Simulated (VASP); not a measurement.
Input of a VASP 6.6.1 run:

Contents of INCAR:

```
PREC = Accurate
ENCUT = 600
EDIFF = 1E-6
ISMEAR = 0
SIGMA = 0.01
LREAL = F
LASPH = T
NELM = 120
ALGO = Normal
ISIF = 2
LWAVE = F
LCHARG = T
GGA = CA
LELF = T
LVHAR = T
NBANDS = 11
GGA_COMPAT = F
```

File KPOINTS:

```
regular mesh
0
Gamma
  8 8 8
```

File POSCAR:

```
BeS
1.0
    0.0000000000      2.3980497692      2.3980497692
    2.3980497692      0.0000000000      2.3980497692
    2.3980497692      2.3980497692      0.0000000000
Be S
1 1
Direct
    0.0000000000      0.0000000000      0.0000000000
    0.2500000000      0.2500000000      0.2500000000
```

Potentials or basis: VASP PAW LDA potentials, release 64 (Be, S).

Launch:

```console
$ cat potpaw_LDA.64/Be/POTCAR potpaw_LDA.64/S/POTCAR > POTCAR
$ mpirun -np 1 vasp_std > vasp.out
```

Estimate the pressure.

0.1 GPa.

Predict the band gap on the k mesh.

2.83 eV, indirect (least direct gap 5.53 eV).

A k mesh can miss the band edges.
